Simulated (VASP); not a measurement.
A run of VASP 6.6.1 is set up as follows.

INCAR

```
SYSTEM = Nb3WC4
  ALGO = Normal
  EDIFF = 1E-6
  ENCUT = 600
  GGA = PE
  GGA_COMPAT = .FALSE.
  ISIF = 2
  ISMEAR = 0
  LASPH = .TRUE.
  LCHARG = .FALSE.
  LREAL = .FALSE.
  LWAVE = .FALSE.
  NBANDS = 44
  NELM = 120
  PREC = Accurate
  SIGMA = 0.2
```

Contents of KPOINTS:

```
k-points
0
G
  3 3 3
  0 0 0
```

Contents of POSCAR:

```
Nb3WC4
1.0
    4.4645167948      0.0000000000      0.0000000000
    0.0000000000      4.4645167948      0.0000000000
    0.0000000000      0.0000000000      4.4645167948
Nb W C
3 1 4
Direct
    0.5000000000      0.0000000000      0.0000000000
    0.0000000000      0.5000000000      0.0000000000
    0.0000000000      0.0000000000      0.5000000000
    0.5000000000      0.5000000000      0.5000000000
    0.0000000000      0.5000000000      0.5000000000
    0.5000000000      0.0000000000      0.5000000000
    0.5000000000      0.5000000000      0.0000000000
    0.0000000000      0.0000000000      0.0000000000
```

Potentials or basis: VASP PAW PBE potentials, release 64 (Nb_sv, W_sv, C).

The run is started by

```sh
$ cat potpaw_PBE.64/Nb_sv/POTCAR potpaw_PBE.64/W_sv/POTCAR potpaw_PBE.64/C/POTCAR > POTCAR
$ mpirun -np 1 vasp_std > vasp.out
```

Problem. Estimate the pressure.

Solution. -1.1 GPa.

Problem. Estimate the band gap on the k mesh.

Solution. Zero (an odd number of electrons rules out a gap without spin polarisation).

Caveat: the k points lie up to 0.47 Å⁻¹ apart, too coarse for converged energies and pressures of a metal; spin-orbit coupling is left out, which moves the levels of the heavy elements.
